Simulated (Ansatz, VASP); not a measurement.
## Two plane-wave programs on Al3O

```
CELL_PARAMETERS angstrom
2.81684 0.00000 0.00000
0.00000 2.81684 0.00000
0.00000 0.00000 21.10430
ATOMIC_POSITIONS crystal
Al 0.50000 0.50000 0.18953
Al 0.00000 0.00000 0.28675
Al 0.50000 0.50000 0.38401
O 0.50000 0.50000 0.45272
```

Alike in both runs: task single point; functional LDA; k mesh 9 × 9 × 1; occupations gaussian, width 0.1 eV; no spin polarisation.

```csv
,VASP,Ansatz
version,VASP 6.6.1,Ansatz 0.2.0
potentials or method,"VASP PAW LDA potentials, release 64 (Al, O), cutoff 520 eV","scalar-relativistic, plane waves, PAW"
valence electrons in the cell,15,15
```

VASP gave:

| Quantity | Value |
| --- | --- |
| gap on the k mesh at the Fermi level (eV) | none |
| rms of the force components (eV/Å) | 4.617 |

**Question.** Estimate Ansatz's values.

**Answer.** gap on the k mesh at the Fermi level (eV): none; rms of the force components (eV/Å): 4.458.

LDA's correlation is that of Perdew and Zunger in VASP and of Perdew and Wang (1992) in Ansatz. Atom by atom the forces differ by 0.159 eV/Å (rms over components). A gap of «none» marks a metal or a gap that the smearing closes.
